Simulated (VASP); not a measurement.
A run of VASP 6.6.1 is set up as follows.

POSCAR

```
SiO2
1.0
    4.2331690000      0.0000000000      0.0000000000
    0.0000000000      4.2331690000      0.0000000000
    0.0000000000      0.0000000000      2.6934950000
Si O
2 4
Direct
    0.0000000000      0.0000000000      0.0000000000
    0.5000000000      0.5000000000      0.5000000000
    0.8068390000      0.1931610000      0.5000000000
    0.3068390000      0.3068390000      0.0000000000
    0.1931610000      0.8068390000      0.5000000000
    0.6931610000      0.6931610000      0.0000000000
```

File INCAR.step1:

```
SYSTEM = SiO2
  PREC = Accurate
  ENCUT = 520
  EDIFF = 1E-5
  ISMEAR = 0
  SIGMA = 0.01
  LREAL = .FALSE.
  LASPH = .TRUE.
  NELM = 120
  ALGO = Normal
  ISIF = 2
  LWAVE = .TRUE.
  GGA = PE
  NBANDS = 25
  GGA_COMPAT = .FALSE.
  KPAR = 4
```

INCAR.step2

```
SYSTEM = SiO2
  PREC = Accurate
  ENCUT = 520
  EDIFF = 1E-6
  ISMEAR = 0
  SIGMA = 0.01
  LREAL = .FALSE.
  LASPH = .TRUE.
  NELM = 120
  ALGO = Normal
  ISIF = 2
  LWAVE = .FALSE.
  LCHARG = .TRUE.
  GGA = PE
  LHFCALC = .TRUE.
  HFSCREEN = 0.2079
  PRECFOCK = Normal
  LVHAR = .TRUE.
  ISTART = 1
  NBANDS = 25
  GGA_COMPAT = .FALSE.
  KPAR = 4
```

KPOINTS

```
Automatic mesh
0
G
  4 4 6
  0 0 0
```

Potentials or basis: VASP PAW PBE potentials, release 64 (Si, O).

Launch:

```console
$ cat potpaw_PBE.64/Si/POTCAR potpaw_PBE.64/O/POTCAR > POTCAR
$ cp INCAR.step1 INCAR
$ mpirun -np 4 vasp_std > vasp.out
$ cp INCAR.step2 INCAR
$ mpirun -np 4 vasp_std > vasp.out
```

(1) Estimate the pressure.

(2) Predict the band gap on the k mesh.

## Answers

(1) -11.5 GPa.

(2) 7.08 eV.

Caveat: the cell stands under tension; the PAW data sets were made with another functional, which shifts forces and pressure a little.
